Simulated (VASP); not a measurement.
# Co (P6_3/mmc) in VASP: a series of runs, part 2 of 2

VASP 6.6.1. Earlier steps stand in the parts before.

### Step 3. Single point, PBEsol, collinear spin, ferromagnetic start

File INCAR:

```
ALGO = Normal
EDIFF = 1E-7
ENCUT = 520
GGA = PS
ISIF = 2
ISMEAR = 0
ISPIN = 2
LASPH = True
LCHARG = False
LMAXMIX = 4
LORBIT = 11
LREAL = False
LWAVE = False
MAGMOM = 1.8 1.8
NBANDS = 20
NELM = 150
PREC = Accurate
SIGMA = 0.1
```

File KPOINTS:

```
k-points
0
Gamma
  18 18 10
```

File POSCAR:

```
Co
1.0
    2.4564188950      0.0000000000      0.0000000000
   -1.2282094475      2.1273211654      0.0000000000
    0.0000000000      0.0000000000      3.9694710891
Co
2
Direct
    0.6666666667      0.3333333333      0.2500068800
    0.3333333333      0.6666666667      0.7499931200
```

Potentials or basis: VASP PAW PBE potentials, release 64 (Co).

Command:

```console
$ cat potpaw_PBE.64/Co/POTCAR > POTCAR
$ mpirun -np 1 vasp_std > vasp.out
```

OUTCAR:

```text
EDIFF = 1E-7
   ENCUT = 520
   GGA = PS
   ISIF = 2
   ISMEAR = 0
   ISPIN = 2
   LASPH = True
   LORBIT = 11
   LREAL = False
   NELM = 150
   PREC = Accurate

 ion  position               nearest neighbor table
   1  0.667  0.333  0.250-   2 2.44   2 2.44   2 2.44   2 2.44   2 2.44   2 2.44
   2  0.333  0.667  0.750-   1 2.44   1 2.44   1 2.44   1 2.44   1 2.44   1 2.44

  LATTYP: Found a hexagonal cell.
 ALAT       =     2.4564188950
 C/A-ratio  =     1.6159585391

  Lattice vectors:

 A1 = (   2.4564188950,   0.0000000000,   0.0000000000)
 A2 = (  -1.2282094475,   2.1273211654,   0.0000000000)
 A3 = (   0.0000000000,   0.0000000000,   3.9694710891)

Analysis of symmetry for initial positions (statically):
=====================================================================
 Subroutine PRICEL returns:
 Original cell was already a primitive cell.

 Routine SETGRP: Setting up the symmetry group for a
 hexagonal supercell.

 Subroutine GETGRP returns: Found 12 space group operations
 (whereof 12 operations were pure point group operations)
 out of a pool of 24 trial point group operations.

The static configuration has the point symmetry D_3d.

Analysis of symmetry for dynamics (positions and initial velocities):
=====================================================================
 Subroutine PRICEL returns:
 Original cell was already a primitive cell.

 Routine SETGRP: Setting up the symmetry group for a
 hexagonal supercell.

 Subroutine GETGRP returns: Found 12 space group operations
 (whereof 12 operations were pure point group operations)
 out of a pool of 24 trial point group operations.

The dynamic configuration has the point symmetry D_3d.

Analysis of structural, dynamic, and magnetic symmetry:
=====================================================================
 Subroutine PRICEL returns:
 Original cell was already a primitive cell.

 Routine SETGRP: Setting up the symmetry group for a
 hexagonal supercell.

 Subroutine GETGRP returns: Found 12 space group operations
 (whereof 12 operations were pure point group operations)
 out of a pool of 24 trial point group operations.

The overall configuration has the point symmetry D_3d.

 Subroutine INISYM returns: Found 12 space group operations
 (whereof 12 operations are pure point group operations),
 and found     1 'primitive' translations

----------------------------------------------------------------------------------------

                                     Primitive cell

  volume of cell :      20.7428

  direct lattice vectors                    reciprocal lattice vectors
     2.456418895  0.000000000  0.000000000     0.407096689  0.235037383  0.000000000
    -1.228209448  2.127321165  0.000000000     0.000000000  0.470074766  0.000000000
     0.000000000  0.000000000  3.969471089     0.000000000  0.000000000  0.251922732

  length of vectors
     2.456418895  2.456418895  3.969471089     0.470074766  0.470074766  0.251922732

  position of ions in fractional coordinates (direct lattice)
     0.666666667  0.333333333  0.250006880
     0.333333333  0.666666667  0.749993120

  ion indices of the primitive-cell ions
   primitive index   ion index
                 1           1
                 2           2
[... 58 lines left out ...]
   dimension x,y,z NGXF=    36 NGYF=   36 NGZF=   60
   ions per type =               2
   NGX,Y,Z   is equivalent  to a cutoff of  12.18, 12.18, 12.56 a.u.
   NGXF,Y,Z  is equivalent  to a cutoff of  24.36, 24.36, 25.13 a.u.
 SYSTEM =  unknown system
   PREC   = accura    normal or accurate (medium, high low for compatibility)
   ISTART =      0    job   : 0-new  1-cont  2-samecut
   ICHARG =      2    charge: 1-file 2-atom 10-const
   ISPIN  =      2    spin polarized calculation?
   LNONCOLLINEAR =      F non collinear calculations
   LSORBIT =      F    spin-orbit coupling
   LASPH  =      T    aspherical Exc in radial PAW
   ENCUT  =  520.0 eV  38.22 Ry    6.18 a.u.   4.57  4.57  7.38*2*pi/ulx,y,z
   NELM   =    150;   NELMIN=  2; NELMDL= -5     # of ELM steps
   EDIFF  = 0.1E-06   stopping-criterion for ELM
   LREAL  =      F    real-space projection
   EDIFFG = 0.1E-05   stopping-criterion for IOM
   NSW    =      0    number of steps for IOM
   IBRION =     -1    ionic relax: 0-MD 1-quasi-New 2-CG
   NFREE  =      0    steps in history (QN), initial steepest desc. (CG)
   ISIF   =      2    stress and relaxation
   ISYM   =      2    0-nonsym 1-usesym 2-fastsym
   POTIM  = 0.5000    time-step for ionic-motion
   TEBEG  =    0.0;   TEEND  =   0.0 temperature during run
   PSTRESS=    0.0 pullay stress
   NELECT =      18.0000    total number of electrons
   NUPDOWN=      -1.0000    fix difference up-down
   EMIN   =  10.00;   EMAX   =-10.00  energy-range for DOS
   EFERMI =   0.00;   METHOD = LEGACY
   ISMEAR =     0;   SIGMA  =   0.10  broadening in eV -4-tet -1-fermi 0-gaus
   EFERMI_NEDOS =   21; number of points for ismear=-14 and -15
   IALGO  =     38    algorithm
   IMIX   =      4    mixing-type and parameters
     AMIX     =   0.40;   BMIX     =  1.00
     AMIX_MAG =   1.60;   BMIX_MAG =  1.00
  volume/ion in A,a.u.               =      10.37        69.99
  Fermi-wavevector in a.u.,A,eV,Ry     =   1.561503  2.950814 33.174992  2.438293
  Thomas-Fermi vector in A             =   2.664559
   LORBIT       =     11    0 simple, 1 ext, 2 COOP (PROOUT), +10 PAW based schemes
   GGA     = PS    functional components
   LHFCALC =     F    Hartree Fock is set to
   AEXX    =    0.0000 exact exchange contribution
   IVDW    =     0    specifies the selected vdW correction
   LEPSILON=     F    determine dielectric tensor
   LRPA    =     F    only Hartree local field effects (RPA)
 spin polarized calculation
 Gauss-broadening in eV      SIGMA  =   0.10
  energy-cutoff  :      520.00
  volume of cell :       20.74
 maximum number of plane-waves:       576
   NGX =  9   NGY =  9   NGZ = 15

 number of electron      17.9999973 magnetization       3.1366887

 Free energy of the ion-electron system (eV)
  ---------------------------------------------------
  ext. energy  EPLUGINS =         0.00000000
  ---------------------------------------------------
  free energy    TOTEN  =       -15.47837541 eV

  energy without entropy =      -15.46982724  energy(sigma->0) =      -15.47410132

 E-fermi :  10.7135     XC(G=0): -13.8474

 val. band max:       10.7125195553   @ k =   0.2222   0.1667   0.4000
 cond. band min:      10.7147002902   @ k =   0.2222   0.2222   0.4000
 fundamental gap:      0.0021807348
 Fermi energy:        10.7134972683

 spin component 1

 k-point     1 :       0.0000    0.0000    0.0000
  band No.  band energies     occupation
      1       1.4827      1.00000
      2       5.3632      1.00000
      3       8.0717      1.00000
      4       8.0909      1.00000
      5       8.0909      1.00000
      6       8.4308      1.00000
[... 541 lines left out ...]
     19      33.9574      0.00000
     20      36.3744      0.00000

 [... further k-points ...]

 spin component 2

 k-point     1 :       0.0000    0.0000    0.0000
  band No.  band energies     occupation
      1       1.5463      1.00000
      2       6.2959      1.00000
      3       9.6490      1.00000
      4       9.6686      1.00000
      5       9.6686      1.00000
      6      10.0618      1.00000
[... 541 lines left out ...]
     19      34.3038      0.00000
     20      36.7834      0.00000

 [... further k-points ...]
[... 5 lines left out ...]
  --------------------------------------------------------------------------------------
  -------------------------------------------------------------------------------------
  Total       -0.1088955     -0.1088955     -0.1267931      0.0000000      0.0000000      0.0000000
  in kB       -8.4110886     -8.4110886     -9.7935052      0.0000000      0.0000000      0.0000000
  external PRESSURE =      -8.8718941 kB  Pullay stress =       0.0000000 kB

 VOLUME and BASIS-vectors are now :
 -----------------------------------------------------------------------------
  energy-cutoff  :      520.00
  volume of cell :       20.74
      direct lattice vectors                 reciprocal lattice vectors
     2.456418895  0.000000000  0.000000000     0.407096689  0.235037383  0.000000000
    -1.228209448  2.127321165  0.000000000     0.000000000  0.470074766  0.000000000
     0.000000000  0.000000000  3.969471089     0.000000000  0.000000000  0.251922732

 POSITION                                       TOTAL-FORCE (eV/Angst)
 -----------------------------------------------------------------------------------
      1.22821      0.70911      0.99240        -0.000000      0.000000     -0.000407
     -0.00000      1.41821      2.97708         0.000000     -0.000000      0.000407
 -----------------------------------------------------------------------------------
    total drift:                                0.000000     -0.000000      0.000000

  FREE ENERGIE OF THE ION-ELECTRON SYSTEM (eV)
  ---------------------------------------------------
  free  energy   TOTEN  =       -15.4783754084 eV

  energy  without entropy=      -15.4698272362  energy(sigma->0) =      -15.47410132

 total charge

# of ion       s       p       d       tot
------------------------------------------
    1        0.508   0.565   7.290   8.363
    2        0.508   0.565   7.290   8.363
--------------------------------------------------
tot          1.016   1.130  14.580  16.726

 magnetization (x)

# of ion       s       p       d       tot
------------------------------------------
    1       -0.015  -0.053   1.644   1.576
    2       -0.015  -0.053   1.644   1.576
--------------------------------------------------
tot         -0.031  -0.105   3.288   3.152
```

stdout:

```text
POSCAR found type information on POSCAR Co
 POSCAR found :  1 types and       2 ions
 scaLAPACK will be used
 -----------------------------------------------------------------------------
|                                                                             |
|                                                                             |
|     You enforced a specific xc type in the INCAR file but a different       |
|     I HOPE YOU KNOW WHAT YOU ARE DOING!                                     |
|                                                                             |
 -----------------------------------------------------------------------------

 LDA part: xc-table for (Slater+PW92), standard interpolation
 POSCAR, INCAR and KPOINTS ok, starting setup
 FFT: planning ... GRIDC
 FFT: planning ... GRID_SOFT
 FFT: planning ... GRID
 WAVECAR not read
 entering main loop
```

It took 2.3 min on 1 thread of Intel Xeon 6975P-C (Granite Rapids), shared host; peak memory 0.29 GiB.

Results:

```
Free energy                                           : -15.4784 eV
Pressure                                              : -0.9 GPa
Net moment                                            : 3.14 μB per cell
Site moments                                          : Co +1.58 μB
Valence electrons inside the program's atomic spheres : Co 8.36
```

Caveat: the PAW data sets were made with another functional, which shifts forces and pressure a little.
